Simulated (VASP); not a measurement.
# PbS (Galena) (Fm-3m) in VASP: notebook, part 2 of 2

VASP 6.6.1. The steps go on from the part before.

### 3 Relaxation of cell and atoms, PBE

Input file INCAR:

```
SYSTEM = PbS
  PREC = Accurate
  ENCUT = 500
  EDIFF = 1E-7
  ISMEAR = 0
  SIGMA = 0.01
  LREAL = .FALSE.
  LASPH = .TRUE.
  NELM = 120
  ALGO = Normal
  ISIF = 3
  LWAVE = .FALSE.
  LCHARG = .FALSE.
  GGA = PE
  IBRION = 2
  NSW = 80
  EDIFFG = -0.02
  GGA_COMPAT = .FALSE.
  NELMIN = 4
```

Input file KPOINTS:

```
regular mesh
0
G
  5 5 5
  0 0 0
```

Input file POSCAR:

```
PbS
1.0
    0.0000000000      2.9657500000      2.9657500000
    2.9657500000      0.0000000000      2.9657500000
    2.9657500000      2.9657500000      0.0000000000
Pb S
1 1
Direct
    0.0000000000      0.0000000000      0.0000000000
    0.5000000000      0.5000000000      0.5000000000
```

Potentials or basis: VASP PAW PBE potentials, release 64 (Pb_d, S).

Run with:

```
$ cat potpaw_PBE.64/Pb_d/POTCAR potpaw_PBE.64/S/POTCAR > POTCAR
$ mpirun -np 1 vasp_std > vasp.out
```

Run time: 31 s. Hardware: 1 thread of Intel Xeon 8259CL, shared host; peak memory 0.18 GiB.

The run converged. Its results:

| Property | Result |
| --- | --- |
| Free energy | -8.7795 eV |
| Relaxed volume | 27.01 Å³/atom |
| Relaxed cell | a = 4.243 Å, b = 4.243 Å, c = 4.243 Å, α = 60.00°, β = 60.00°, γ = 60.00° |
| Space group after relaxing (to 0.05 Å) | Fm-3m (No. 225) |
| Energy gained by relaxing | 5.5 meV/atom |
| Ionic steps | 3 |
| Pressure after relaxing | 0.0 GPa |

Step by step:
```
step  energy change (eV)  largest force (eV/Å)  pressure (GPa)  volume (Å³)
   1              0.0000                0.0000            1.97        52.17
   2             -0.0098                0.0000           -0.58        54.63
   3             -0.0109                0.0000            0.00        54.01
```

Final structure:
```
CELL_PARAMETERS angstrom
0.00000 3.00019 3.00019
3.00019 0.00000 3.00019
3.00019 3.00019 0.00000
ATOMIC_POSITIONS crystal
Pb 0.00000 0.00000 0.00000
S 0.50000 0.50000 0.50000
```

Levels at points of the mesh, in eV from the Fermi level:
```tsv
k point	band 7	band 8	band 9	band 10	band 11	band 12	band 13	band 14
(0.00, 0.00, 0.00)	-5.78	-1.68	-1.68	-1.68	5.43	5.43	5.43	7.14
```

Caveat: this odd mesh misses L, where the gap lies, so gap, dielectric constants and Born charges aren't listed; spin-orbit coupling is left out, which moves the levels of the heavy elements. PBE usually gives volumes a little too large and moduli too small.

### 4 Relaxation of cell and atoms, PBEsol

Input file INCAR:

```
PREC = Accurate ; ENCUT = 500
EDIFF = 1E-7 ; ISMEAR = 0
SIGMA = 0.01 ; LREAL = False
LASPH = True ; NELM = 120
ALGO = Normal ; ISIF = 3
LWAVE = False ; LCHARG = False
GGA = PS ; IBRION = 2
NSW = 80 ; EDIFFG = -0.02
GGA_COMPAT = False ; NELMIN = 4
```

Input file KPOINTS:

```
Automatic mesh
0
Gamma
  5 5 5
```

POSCAR is that of step 3.

Run with:

```
$ cat potpaw_PBE.64/Pb_d/POTCAR potpaw_PBE.64/S/POTCAR > POTCAR
$ mpirun -np 1 vasp_std > vasp.out
```

Run time: 47 s. Hardware: 1 thread of Intel Xeon 8259CL, shared host; peak memory 0.18 GiB.

It converged, with:

```yaml
Free_energy: -9.4735 eV
Relaxed_volume: 25.58 Å³/atom
Relaxed_cell: a = 4.167 Å, b = 4.167 Å, c = 4.167 Å, α = 60.00°, β = 60.00°, γ = 60.00°
Space_group_after_relaxing_to_0.05_Å: Fm-3m (No. 225)
Energy_gained_by_relaxing: 1.8 meV/atom
Ionic_steps: 3
Pressure_after_relaxing: 0.0 GPa
```

Step by step:
| step | energy change (eV) | largest force (eV/Å) | pressure (GPa) | volume (Å³) |
| --- | --- | --- | --- | --- |
| 1 | 0.0000 | 0.0000 | -1.12 | 52.17 |
| 2 | -0.0031 | 0.0000 | 0.42 | 50.81 |
| 3 | -0.0036 | 0.0000 | 0.00 | 51.17 |

Final structure:
```xyz
2
Lattice="0.0000 2.9466 2.9466 2.9466 0.0000 2.9466 2.9466 2.9466 0.0000" Properties=species:S:1:pos:R:3 pbc="T T T"
Pb    0.0000    0.0000    0.0000
S     2.9466    2.9466    2.9466
```

Levels at points of the mesh, in eV from the Fermi level:
```tsv
k point	band 8	band 9	band 10	band 11	band 12	band 13
(0.00, 0.00, 0.00)	-1.94	-1.94	-1.94	5.55	5.55	5.55
```

Caveat: this odd mesh misses L, where the gap lies, so gap, dielectric constants and Born charges aren't listed; the PAW data sets were made with another functional, which shifts forces and pressure a little; spin-orbit coupling is left out, which moves the levels of the heavy elements.

### 5 Relaxation of cell and atoms, PBE+D4

Input file INCAR:

```
PREC = Accurate
ENCUT = 500
EDIFF = 1E-7
ISMEAR = 0
SIGMA = 0.01
LREAL = False
LASPH = True
NELM = 120
ALGO = Normal
ISIF = 3
LWAVE = False
LCHARG = False
GGA = PE
IVDW = 13
IBRION = 2
NSW = 80
EDIFFG = -0.02
GGA_COMPAT = False
NELMIN = 4
```

KPOINTS is that of step 4.

POSCAR is that of step 4.

Run with:

```
$ cat potpaw_PBE.64/Pb_d/POTCAR potpaw_PBE.64/S/POTCAR > POTCAR
$ mpirun -np 1 vasp_std > vasp.out
```

Wall time 33 s (1 thread of Intel Xeon 8259CL, shared host); peak memory 0.18 GiB.

The run converged. Its results:

| Quantity | Value |
| --- | --- |
| Free energy | -9.5255 eV |
| Relaxed volume | 26.01 Å³/atom |
| Relaxed cell | a = 4.190 Å, b = 4.190 Å, c = 4.190 Å, α = 60.00°, β = 60.00°, γ = 60.00° |
| Space group after relaxing (to 0.05 Å) | Fm-3m (No. 225) |
| Energy gained by relaxing | 0.0 meV/atom |
| Ionic steps | 2 |
| Pressure after relaxing | 0.0 GPa |
| Dispersion energy per atom | -0.379 eV |

Final structure:
```yaml
crystal:
  lattice:
    - [0.00000, 2.96279, 2.96279]
    - [2.96279, 0.00000, 2.96279]
    - [2.96279, 2.96279, 0.00000]
  atoms:
    - { symbol: Pb, position: [0.00000, 0.00000, 0.00000] }
    - { symbol: S, position: [0.50000, 0.50000, 0.50000] }
```

Levels at points of the mesh, in eV from the Fermi level:
| k point | band 6 | band 7 | band 8 | band 9 | band 10 | band 11 | band 12 | band 13 | band 14 |
| --- | --- | --- | --- | --- | --- | --- | --- | --- | --- |
| (0.00, 0.00, 0.00) | -13.27 | -5.68 | -1.84 | -1.84 | -1.84 | 5.58 | 5.58 | 5.58 | 7.08 |

Caveat: this odd mesh misses L, where the gap lies, so gap, dielectric constants and Born charges aren't listed; spin-orbit coupling is left out, which moves the levels of the heavy elements.

### 6 Overview

```csv
task,level,cell,pressure (GPa),relaxed volume (Å³/atom)
single point,PBE+D4,"a = 4.192 Å, angles 60.0°, 2 atoms",0.0,-
relaxation of cell and atoms,PBE,"relaxed from a = 4.194 Å, angles 60.0°, 2 atoms",0.0,27.01
relaxation of cell and atoms,PBEsol,"relaxed from a = 4.194 Å, angles 60.0°, 2 atoms",0.0,25.58
relaxation of cell and atoms,PBE+D4,"relaxed from a = 4.194 Å, angles 60.0°, 2 atoms",0.0,26.01
```

Alike in all rows: potentials or basis VASP PAW PBE potentials, release 64 (Pb_d, S); no spin polarisation; k mesh 5 × 5 × 5; cutoff (eV) 500; smearing gaussian 0.01 eV.

Caveats: spin-orbit coupling is left out, which moves the levels of the heavy elements; the PAW data sets were made with another functional, which shifts forces and pressure a little (some runs).

Total energies depend on the potentials used, so only differences within one code and one set of settings carry meaning.
